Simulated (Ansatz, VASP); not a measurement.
Na: VASP beside Ansatz

File INCAR:

```
SYSTEM = Na
PREC = Accurate ; ENCUT = 520
EDIFF = 1E-7 ; ISMEAR = -1
SIGMA = 0.05 ; LREAL = .FALSE.
LASPH = .TRUE. ; NELM = 60
ALGO = Normal ; ISIF = 2
LWAVE = .FALSE. ; LCHARG = .FALSE.
GGA = CA ; NBANDS = 10
```

Contents of KPOINTS:

```
Automatic mesh
0
G
  13 13 13
  0 0 0
```

POSCAR

```
Na
1.0
   -1.7110810168      1.7110810168      1.7110810168
    1.7110810168     -1.7110810168      1.7110810168
    1.7110810168      1.7110810168     -1.7110810168
Na
1
Direct
    0.0000000000      0.0000000000      0.0000000000
```

Input for Ansatz:

```yaml
crystal:
  lattice:
    - [-1.7110810168, 1.7110810168, 1.7110810168]
    - [1.7110810168, -1.7110810168, 1.7110810168]
    - [1.7110810168, 1.7110810168, -1.7110810168]
  atoms:
    - { symbol: Na, position: [0.0, 0.0, 0.0] }
kpoints:
  mp_grid: { grid: [13, 13, 13] }
scf:
  occupations: { method: fermi_dirac, width: 0.05 }
hamiltonian:
  xc: lda
  pseudopotentials: { kind: all_electron, lapw: { basis_error: 0.001 } }
output:
  forces: true
  stress: true
  eigenvalues: true
  populations: true
```

Change from the starting cell: volume scaled by 0.6, LAPW.

Alike in both runs: task single point; functional LDA; k mesh 13 × 13 × 13; occupations fermi-dirac, width 0.05 eV; no spin polarisation.

|  | VASP | Ansatz |
| --- | --- | --- |
| version | VASP 6.6.1 | Ansatz 0.2.0 |
| potentials or method | VASP PAW LDA potentials, release 64 (Na_pv), cutoff 520 eV | all-electron LAPW, scalar-relativistic |

```tsv
	VASP	Ansatz	Ansatz less VASP
pressure (GPa)	12.1	12.1	-0.04
```

LDA's correlation is that of Perdew and Zunger in VASP and of Perdew and Wang (1992) in Ansatz. Ansatz ran all-electron here, and VASP with PAW potentials.
